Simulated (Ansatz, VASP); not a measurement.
# SrO: VASP beside Ansatz

```
Sr O
1.0
     0.00000    2.56980    2.49271
     2.56980    0.00000    2.49271
     2.56980    2.56980    0.00000
Sr O
1 1
Cartesian
  0.0000 0.0000 0.0000
  2.5698 2.5698 2.4927
```

Change from the starting cell: zz strain of -3 %, crystal datasets.

Alike in both runs: task electric field gradients; functional LDA; k mesh 8 × 8 × 8; occupations fermi-dirac, width 0.02 eV; no spin polarisation.

|  | VASP | Ansatz |
| --- | --- | --- |
| version | VASP 6.6.1 | Ansatz 0.2.0 |
| potentials or method | VASP PAW LDA potentials, release 64 (Sr_sv, O), cutoff 520 eV | all-electron PAW with datasets made for the crystal, scalar-relativistic |

Ansatz gave:

- gap on the k mesh at the Fermi level (eV): 2.97
- pressure (GPa): -1.2
- traceless stress, the component that is largest in VASP (GPa): 3.12
- size of Vzz on the site where it differs most (V/Å²): 11.0

Task: Estimate VASP's values.

Result: gap on the k mesh at the Fermi level (eV): 2.91; pressure (GPa): -0.4; traceless stress, the component that is largest in VASP (GPa): 3.32; size of Vzz on the site where it differs most (V/Å²): 11.5.

LDA's correlation is that of Perdew and Zunger in VASP and of Perdew and Wang (1992) in Ansatz. Ansatz ran all-electron here, and VASP with PAW potentials.
